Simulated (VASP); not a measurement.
A run of VASP 6.6.1 is set up as follows.

The input INCAR:

```
SYSTEM = Nb
PREC     = Accurate       ! precision mode
ENCUT    = 520            ! plane-wave cutoff, eV
EDIFF    = 1E-6           ! SCF threshold, eV
ISMEAR   = -1             ! smearing method
SIGMA    = 0.1            ! smearing width, eV
LREAL    = .FALSE.        ! projectors in reciprocal space
LASPH    = .TRUE.         ! aspherical terms in the spheres
NELM     = 80             ! most SCF steps
ALGO     = Normal         ! electronic algorithm
ISIF     = 2              ! what is computed and relaxed
LWAVE    = .FALSE.        ! write WAVECAR
LCHARG   = .FALSE.        ! write CHGCAR
GGA      = PE             ! functional
NBANDS   = 20             ! bands
```

Contents of KPOINTS:

```
Automatic mesh
0
G
  9 9 9
  0 0 0
```

File POSCAR:

```
Nb
1.0
    0.0000000000      2.9580223088      2.9580223088
    2.9580223088      0.0000000000      2.9580223088
    2.9580223088      2.9580223088      0.0000000000
Nb
2
Direct
    0.1250000000      0.1250000000      0.1250000000
    0.8750000000      0.8750000000      0.8750000000
```

Potentials or basis: VASP PAW PBE potentials, release 64 (Nb_sv).

The run is started by

```sh
$ cat potpaw_PBE.64/Nb_sv/POTCAR > POTCAR
$ mpirun -np 1 vasp_std > vasp.out
```

(1) What does it give for the band gap on the k mesh?

(2) Predict the pressure.

Results:

(1) zero (band 13 reaches 7.00 eV, above the bottom of band 14 at 6.01 eV).

(2) 0.0 GPa.
